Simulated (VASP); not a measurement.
Wanted: the native input for a VASP 6.6.1 run.

```yaml
Task: single point
Functional: PBE0
Potentials_or_basis: VASP PAW PBE potentials, release 64 (Cd, O)
Cutoff: 520 eV
k_mesh: 6 × 6 × 6
Occupations: gaussian, width 0.01 eV
Spin: no spin polarisation
Dipole_correction: no
Grid_for_exact_exchange_PRECFOCK: Normal
Further_INCAR_settings: ALGO = Normal; EDIFF = 1e-06; NBANDS = 16
Share_of_exact_exchange: 0.25
```

CdO:

```
Cd O
1.0
     0.00000    2.35300    2.35300
     2.35300    0.00000    2.35300
     2.35300    2.35300    0.00000
Cd O
1 1
Direct
  0.00000 0.00000 0.00000
  0.50000 0.50000 0.50000
```

One way to write it, as run:

POSCAR

```
CdO
1.0
    0.0000000000      2.3530013664      2.3530013664
    2.3530013664      0.0000000000      2.3530013664
    2.3530013664      2.3530013664      0.0000000000
Cd O
1 1
Direct
    0.0000000000      0.0000000000      0.0000000000
    0.5000000000      0.5000000000      0.5000000000
```

INCAR.step1

```
SYSTEM = CdO
PREC     = Accurate       ! precision mode
ENCUT    = 520            ! plane-wave cutoff, eV
EDIFF    = 1E-5           ! SCF threshold, eV
ISMEAR   = 0              ! smearing method
SIGMA    = 0.01           ! smearing width, eV
LREAL    = .FALSE.        ! projectors in reciprocal space
LASPH    = .TRUE.         ! aspherical terms in the spheres
NELM     = 120            ! most SCF steps
ALGO     = Normal         ! electronic algorithm
ISIF     = 2              ! what is computed and relaxed
LWAVE    = .TRUE.         ! write WAVECAR
LCHARG   = .FALSE.        ! write CHGCAR
NBANDS   = 16             ! bands
GGA      = PE             ! functional
GGA_COMPAT= .FALSE.
```

INCAR.step2

```
SYSTEM = CdO
PREC     = Accurate       ! precision mode
ENCUT    = 520            ! plane-wave cutoff, eV
EDIFF    = 1E-6           ! SCF threshold, eV
ISMEAR   = 0              ! smearing method
SIGMA    = 0.01           ! smearing width, eV
LREAL    = .FALSE.        ! projectors in reciprocal space
LASPH    = .TRUE.         ! aspherical terms in the spheres
NELM     = 120            ! most SCF steps
ALGO     = Normal         ! electronic algorithm
ISIF     = 2              ! what is computed and relaxed
LWAVE    = .FALSE.        ! write WAVECAR
LCHARG   = .FALSE.        ! write CHGCAR
GGA      = PE             ! functional
LHFCALC  = .TRUE.         ! exact exchange
AEXX     = 0.25           ! exact-exchange fraction
PRECFOCK = Normal       
NBANDS   = 16             ! bands
ISTART   = 1            
GGA_COMPAT= .FALSE.
```

KPOINTS

```
Automatic mesh
0
G
  6 6 6
  0 0 0
```

Potentials or basis: VASP PAW PBE potentials, release 64 (Cd, O).

Run with:

```console
$ cat potpaw_PBE.64/Cd/POTCAR potpaw_PBE.64/O/POTCAR > POTCAR
$ cp INCAR.step1 INCAR
$ mpirun -np 1 vasp_std > vasp.out
$ cp INCAR.step2 INCAR
$ mpirun -np 1 vasp_std > vasp.out
```

Results of the run:

```yaml
Pressure: 1.4 GPa
Band_gap_on_the_k_mesh: 1.57 eV (least direct gap 2.90 eV)
```

Caveat: the PAW data sets were made with another functional, which shifts forces and pressure a little.

Wall time 30 min on 1 thread of AMD EPYC 7R43 64-Core Processor (Zen 3), with other jobs on the host, peak memory 0.14 GiB.
